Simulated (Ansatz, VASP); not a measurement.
AlCo in VASP and in Ansatz

Contents of INCAR:

```
PREC     = Accurate       # precision mode
ENCUT    = 520            # plane-wave cutoff, eV
EDIFF    = 1E-7           # SCF threshold, eV
ISMEAR   = 0              # smearing method
SIGMA    = 0.15           # smearing width, eV
LREAL    = F              # projectors in reciprocal space
LASPH    = T              # aspherical terms in the spheres
NELM     = 150            # most SCF steps
ALGO     = Normal         # electronic algorithm
ISIF     = 2              # what is computed and relaxed
LWAVE    = F              # write WAVECAR
LCHARG   = F              # write CHGCAR
ISPIN    = 2              # spin polarisation
MAGMOM   = -0.01 0.16     # initial moments
LORBIT   = 11             # projections on sites
LMAXMIX  = 4              # l up to which the mixer works
GGA      = PE             # functional
NBANDS   = 17             # bands
```

The input KPOINTS:

```
Automatic mesh
0
Gamma
  16 16 16
```

POSCAR

```
AlCo
1.0
    2.8194032100      0.0000000000      0.0000000000
    0.0000000000      2.8194032100      0.0000000000
    0.0000000000      0.0000000000      2.8194032100
Al Co
1 1
Direct
    0.0000000000      0.0000000000      0.0000000000
    0.5000000000      0.5000000000      0.4645315010
```

Input for Ansatz:

```yaml
crystal:
  lattice:
    - [2.81940321, 0.0, 0.0]
    - [0.0, 2.81940321, 0.0]
    - [0.0, 0.0, 2.81940321]
  atoms:
    - { symbol: Al, position: [0.0, 0.0, 0.0], spin: -0.01 }
    - { symbol: Co, position: [0.5, 0.5, 0.464531501], spin: 0.16 }
basis:
  ecutwfc: 420
kpoints:
  mp_grid: { grid: [16, 16, 16] }
hamiltonian:
  xc: pbe
scf:
  occupations: { method: gaussian, width: 0.15 }
output:
  forces: true
  stress: true
  eigenvalues: true
  populations: true
magnetization:
  spin_polarized: true
```

Alike in both runs: task single point; functional PBE; k mesh 16 × 16 × 16; occupations gaussian, width 0.15 eV; collinear spin.

|  | VASP | Ansatz |
| --- | --- | --- |
| version | VASP 6.6.1 | Ansatz 0.2.0 |
| potentials or method | VASP PAW PBE potentials, release 64 (Al, Co), cutoff 520 eV | scalar-relativistic, plane waves, PAW |
| valence electrons in the cell | 12 | 20 |

```csv
,VASP,Ansatz,Ansatz less VASP
gap on the k mesh at the Fermi level (eV),none,none,-
pressure (GPa),7.4,7.5,+0.06
"traceless stress, the component that is largest in VASP (GPa)",-0.47,-0.46,+0.007
rms of the force components (eV/Å),0.474,0.473,-0.0015
net moment per atom (μB),0.00,0.00,0.000
```

Atom by atom the forces differ by 0.002 eV/Å (rms over components). A gap of «none» marks a metal or a gap that the smearing closes. The functional is the same, so the differences come from potentials, cutoffs and numerics. VASP's potentials hold 12 valence electrons a cell and Ansatz's 20, so a difference there can come from the potentials and not from the codes. Ansatz's warnings: seeded moment not kept.
